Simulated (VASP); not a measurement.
A run of VASP 6.6.1:

INCAR

```
  ALGO = Normal
  EDIFF = 1E-6
  ENCUT = 520
  GGA = PS
  ISIF = 2
  ISMEAR = -1
  IVDW = 13
  LASPH = True
  LCHARG = True
  LELF = True
  LREAL = False
  LVHAR = True
  LWAVE = False
  NBANDS = 19
  NELM = 80
  PREC = Accurate
  SIGMA = 0.1
```

The input KPOINTS:

```
k-points
0
Gamma
  7 7 7
```

Contents of POSCAR:

```
InAg
1.0
    3.3584909663      0.0000000000      0.0000000000
    0.0000000000      3.3584909663      0.0000000000
    0.0000000000      0.0000000000      3.3584909663
In Ag
1 1
Direct
    0.5000000000      0.5000000000      0.5000000000
    0.0000000000      0.0000000000      0.0000000000
```

Potentials or basis: VASP PAW PBE potentials, release 64 (In_d, Ag).

Launch:

```bash
$ cat potpaw_PBE.64/In_d/POTCAR potpaw_PBE.64/Ag/POTCAR > POTCAR
$ mpirun -np 1 vasp_std > vasp.out
```

Hardware: 1 thread of AMD EPYC 7R13 (shared host).

How long does it take, and how much memory?

Wall time 26 s on 1 thread of AMD EPYC 7R13, with other jobs on the host, peak memory 0.13 GiB. Counts: scf iterations 11, k points 20.
